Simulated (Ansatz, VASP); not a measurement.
One calculation of HF, two programs

INCAR

```
SYSTEM = HF
  ALGO = Normal
  EDIFF = 1E-6
  ENCUT = 520
  GGA = PS
  ISIF = 2
  ISMEAR = 0
  LASPH = .True.
  LCHARG = .True.
  LELF = .True.
  LREAL = .False.
  LVHAR = .True.
  LWAVE = .False.
  NBANDS = 11
  NELM = 80
  PREC = Accurate
  SIGMA = 0.1
```

KPOINTS

```
k-points
0
Gamma
  8 8 8
  0 0 0
```

Contents of POSCAR:

```
HF
1.0
    0.0000000000      2.1583911278      2.3762598617
    2.0370081767      0.0000000000      2.3762598617
    2.0370081767      2.1583911278      0.0000000000
H F
1 1
Direct
    0.0000000000      0.0000000000      0.0000000000
    0.5000000000      0.5000000000      0.5000000000
```

Input for Ansatz:

```yaml
crystal:
  lattice:
    - [0.0, 2.1583911278, 2.3762598617]
    - [2.0370081767, 0.0, 2.3762598617]
    - [2.0370081767, 2.1583911278, 0.0]
  atoms:
    - { symbol: H, position: [0.0, 0.0, 0.0] }
    - { symbol: F, position: [0.5, 0.5, 0.5] }
basis:
  ecutwfc: 420
kpoints:
  mp_grid: { grid: [8, 8, 8] }
hamiltonian:
  xc: pbesol
scf:
  occupations: { method: gaussian, width: 0.1 }
output:
  forces: true
  stress: true
  eigenvalues: true
```

Alike in both runs: task single point; functional PBEsol; k mesh 8 × 8 × 8; occupations gaussian, width 0.1 eV; no spin polarisation.

|  | VASP | Ansatz |
| --- | --- | --- |
| version | VASP 6.6.1 | Ansatz 0.2.0 |
| potentials or method | VASP PAW PBE potentials, release 64 (H, F), cutoff 520 eV | scalar-relativistic, plane waves, PAW |
| valence electrons in the cell | 8 | 8 |

```tsv
	VASP	Ansatz	Ansatz less VASP
gap on the k mesh at the Fermi level (eV)	0.57	0.58	+0.011
least direct gap on the mesh (eV)	0.57	0.58	+0.011
pressure (GPa)	-24.3	-24.0	+0.35
traceless stress, the component that is largest in VASP (GPa)	10.33	10.40	+0.073
```

VASP's potentials were made for PBE, not for PBEsol. With one functional, cell and mesh, what is left measures potentials, basis and numerics.
